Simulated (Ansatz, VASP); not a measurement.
AlFe in VASP and in Ansatz

File INCAR:

```
PREC = Accurate
ENCUT = 520
EDIFF = 1E-6
ISMEAR = -1
SIGMA = 0.05
LREAL = False
LASPH = True
NELM = 150
ALGO = Normal
ISIF = 2
LWAVE = False
LCHARG = False
ISPIN = 2
MAGMOM = 3 0
LORBIT = 11
LMAXMIX = 4
NBANDS = 16
```

Contents of KPOINTS:

```
regular mesh
0
Gamma
  9 9 9
```

POSCAR

```
AlFe
1.0
    2.9670733132      0.0000000000      0.0000000000
    0.0000000000      2.9670733132      0.0000000000
    0.0000000000      0.0000000000      2.9670733132
Fe Al
1 1
Direct
    0.5000000000      0.5000000000      0.5000000000
    0.0000000000      0.0000000000      0.0000000000
```

input.yaml

```yaml
crystal:
  lattice:
    - [2.9670733132, 0.0, 0.0]
    - [0.0, 2.9670733132, 0.0]
    - [0.0, 0.0, 2.9670733132]
  atoms:
    - { symbol: Fe, position: [0.5, 0.5, 0.5], spin: 3.0 }
    - { symbol: Al, position: [0.0, 0.0, 0.0] }
kpoints:
  mp_grid: { grid: [9, 9, 9] }
scf:
  occupations: { method: fermi_dirac, width: 0.05 }
hamiltonian:
  xc: lda
  pseudopotentials: { kind: all_electron, lapw: { basis_error: 0.001 } }
magnetization:
  spin_polarized: true
output:
  forces: true
  stress: true
  eigenvalues: true
```

Change from the starting cell: volume scaled by 1.06.

Alike in both runs: task single point; functional LDA; k mesh 9 × 9 × 9; occupations fermi-dirac, width 0.05 eV; collinear spin.

```csv
,VASP,Ansatz
version,VASP 6.6.1,Ansatz 0.2.0
potentials or method,"VASP PAW LDA potentials, release 64 (Fe, Al), cutoff 520 eV","all-electron LAPW, scalar-relativistic"
```

Ansatz gave:

| Item | Value |
| --- | --- |
| gap on the k mesh at the Fermi level (eV) | none |
| pressure (GPa) | -23.0 |
| net moment per atom (μB) | 0.34 |
| size of the moment on the site where the two differ most (μB) | 0.73 |

**Question.** Estimate VASP's values.

**Answer.** gap on the k mesh at the Fermi level (eV): none; pressure (GPa): -22.8; net moment per atom (μB): 0.32; size of the moment on the site where the two differ most (μB): 0.68.

LDA's correlation is that of Perdew and Zunger in VASP and of Perdew and Wang (1992) in Ansatz. Site moments also hang on the region over which each program counts them. A gap of «none» marks a metal or a gap that the smearing closes. Ansatz ran all-electron here, and VASP with PAW potentials.
